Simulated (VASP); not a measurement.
A run of VASP 6.6.1 is set up as follows.

File INCAR:

```
PREC     = Accurate       # precision mode
ENCUT    = 520            # plane-wave cutoff, eV
EDIFF    = 1E-6           # SCF threshold, eV
ISMEAR   = 0              # smearing method
SIGMA    = 0.1            # smearing width, eV
LREAL    = F              # projectors in reciprocal space
LASPH    = T              # aspherical terms in the spheres
NELM     = 80             # most SCF steps
ALGO     = Normal         # electronic algorithm
ISIF     = 2              # what is computed and relaxed
LWAVE    = F              # write WAVECAR
LCHARG   = F              # write CHGCAR
LDIPOL   = T            
IDIPOL   = 3            
DIPOL    = 0.5 0.5 0.325
NBANDS   = 32             # bands
```

File KPOINTS:

```
Automatic mesh
0
Gamma
  6 6 1
```

Contents of POSCAR:

```
Al12N
1.0
    5.6336864727      0.0000000000      0.0000000000
   -2.8168432363      4.8789156023      0.0000000000
    0.0000000000      0.0000000000     20.0321727095
Al N
12 1
Direct
    0.3333333333      0.1666666667      0.1996787896
    0.3333333333      0.6666666667      0.1996787896
    0.8333333333      0.1666666667      0.1996787896
    0.8333333333      0.6666666667      0.1996787896
    0.1666666667      0.3333333333      0.3128097176
    0.1666666667      0.8333333333      0.3128097176
    0.6666666667      0.3333333333      0.3128097176
    0.6666666667      0.8333333333      0.3128097176
    0.0000000000      0.0000000000      0.4259234799
    0.0000000000      0.5000000000      0.4259234799
    0.5000000000      0.0000000000      0.4259234799
    0.5000000000      0.5000000000      0.4259234799
    0.3333333333      0.1666666667      0.4667499095
```

Potentials or basis: VASP PAW LDA potentials, release 64 (Al, N).

Run with:

```console
$ cat potpaw_LDA.64/Al/POTCAR potpaw_LDA.64/N/POTCAR > POTCAR
$ mpirun -np 1 vasp_std > vasp.out
```

(1) What does it give for the largest force?

Answers

(1) 0.570 eV/Å.
